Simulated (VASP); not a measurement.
Runs of VASP 6.6.1 on Zn. The structure is that of space group P6_3/mmc (No. 194), or close to it. The cells are those of the table. 

| task | cell | cutoff (eV) | k mesh for the DOS | occupations for the DOS | gap on the mesh (eV) | pressure (GPa) |
| --- | --- | --- | --- | --- | --- | --- |
| relaxation of shape and atoms at fixed volume | relaxed from a = 2.476, b = 2.476, c = 4.542 Å, angles 90.0, 90.0, 120.0°, 2 atoms | 600 | - | - | none | 29.2 |
| relaxation of shape and atoms at fixed volume | relaxed from a = 2.249, b = 2.249, c = 4.127 Å, angles 90.0, 90.0, 120.0°, 2 atoms | 600 | - | - | none | 135.5 |
| single point | a = 2.213, b = 2.213, c = 3.553 Å, angles 90.0, 90.0, 120.0°, 2 atoms | 520 | - | - | none | 292.4 |
| single point | a = 2.667, b = 2.667, c = 4.893 Å, angles 90.0, 90.0, 120.0°, 2 atoms | 520 | - | - | none | 0.3 |
| single point | a = 2.352, b = 2.352, c = 3.775 Å, angles 90.0, 90.0, 120.0°, 2 atoms | 520 | - | - | none | 135.5 |
| single point | a = 2.478, b = 2.478, c = 3.967 Å, angles 90.0, 90.0, 120.0°, 2 atoms | 520 | - | - | none | (a) |
| single point | a = 2.593, b = 2.593, c = 4.659 Å, angles 90.0, 90.0, 120.0°, 2 atoms | 520 | - | - | none | 10.5 |
| single point | a = 2.511, b = 2.511, c = 4.414 Å, angles 90.0, 90.0, 120.0°, 2 atoms | 520 | - | - | none | 29.3 |
| relaxation of shape and atoms at fixed volume | relaxed from a = 2.575, b = 2.575, c = 4.724 Å, angles 90.0, 90.0, 120.0°, 2 atoms | 600 | - | - | none | 10.5 |

Alike in all rows: level PBE; potentials or basis VASP PAW PBE potentials, release 64 (Zn); no spin polarisation; k mesh 16 × 16 × 9; smearing fermi-dirac 0.05 eV.

**Question.** Estimate the missing entries.

**Answer.** (a) 63.4.

A gap of «none» marks levels without a gap at the run's occupations.
